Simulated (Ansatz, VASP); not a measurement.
## TiO2: VASP beside Ansatz

INCAR

```
ALGO     = Normal         # electronic algorithm
EDIFF    = 1E-6           # SCF threshold, eV
ENCUT    = 520            # plane-wave cutoff, eV
GGA      = PE             # functional
ISIF     = 2              # what is computed and relaxed
ISMEAR   = 0              # smearing method
LASPH    = True           # aspherical terms in the spheres
LCHARG   = False          # write CHGCAR
LREAL    = False          # projectors in reciprocal space
LWAVE    = False          # write WAVECAR
NBANDS   = 33             # bands
NELM     = 60             # most SCF steps
PREC     = Accurate       # precision mode
SIGMA    = 0.05           # smearing width, eV
```

The input KPOINTS:

```
k-points
0
Gamma
  8 8 10
```

POSCAR

```
TiO2
1.0
    4.7463456048      0.0000000000      0.0000000000
    0.0000000000      4.7463456048      0.0000000000
    0.0000000000      0.0000000000      2.6854823432
Ti O
2 4
Direct
    0.0000000000      0.0000000000      0.0000000000
    0.5000000000      0.5000000000      0.5000000000
    0.3050970583      0.3050970583      0.0000000000
    0.1949029417      0.8050970583      0.5000000000
    0.6949029417      0.6949029417      0.0000000000
    0.8050970583      0.1949029417      0.5000000000
```

Input for Ansatz:

```yaml
crystal:
  lattice:
    - [4.7463456048, 0.0, 0.0]
    - [0.0, 4.7463456048, 0.0]
    - [0.0, 0.0, 2.6854823432]
  atoms:
    - { symbol: Ti, position: [0.0, 0.0, 0.0] }
    - { symbol: Ti, position: [0.5, 0.5, 0.5] }
    - { symbol: O, position: [0.3050970583, 0.3050970583, 0.0] }
    - { symbol: O, position: [0.1949029417, 0.8050970583, 0.5] }
    - { symbol: O, position: [0.6949029417, 0.6949029417, 0.0] }
    - { symbol: O, position: [0.8050970583, 0.1949029417, 0.5] }
basis:
  ecutwfc: 520.0
kpoints:
  mp_grid: { grid: [8, 8, 10] }
hamiltonian:
  xc: pbe
  pseudopotentials: { kind: paw, azcp: { folder: soft_1 } }
scf:
  occupations: { method: gaussian, width: 0.05 }
output:
  forces: true
  stress: true
  eigenvalues: true
  write_density: true
  write_potential: true
  elf: true
  volumetric_format: npy
```

Alike in both runs: task single point; functional PBE; k mesh 8 × 8 × 10; occupations gaussian, width 0.05 eV; no spin polarisation.

|  | VASP | Ansatz |
| --- | --- | --- |
| version | VASP 6.6.1 | Ansatz 0.2.0 |
| potentials or method | VASP PAW PBE potentials, release 64 (Ti_sv, O), cutoff 520 eV | scalar-relativistic, plane waves, PAW |
| valence electrons in the cell | 48 | 48 |

```csv
,VASP,Ansatz,Ansatz less VASP
gap on the k mesh at the Fermi level (eV),1.98,1.99,+0.012
least direct gap on the mesh (eV),1.99,2.00,+0.009
pressure (GPa),23.1,22.4,-0.70
"traceless stress, the component that is largest in VASP (GPa)",31.14,30.81,-0.337
rms of the force components (eV/Å),0.348,0.316,-0.0312
```

Atom by atom the forces differ by 0.031 eV/Å (rms over components).
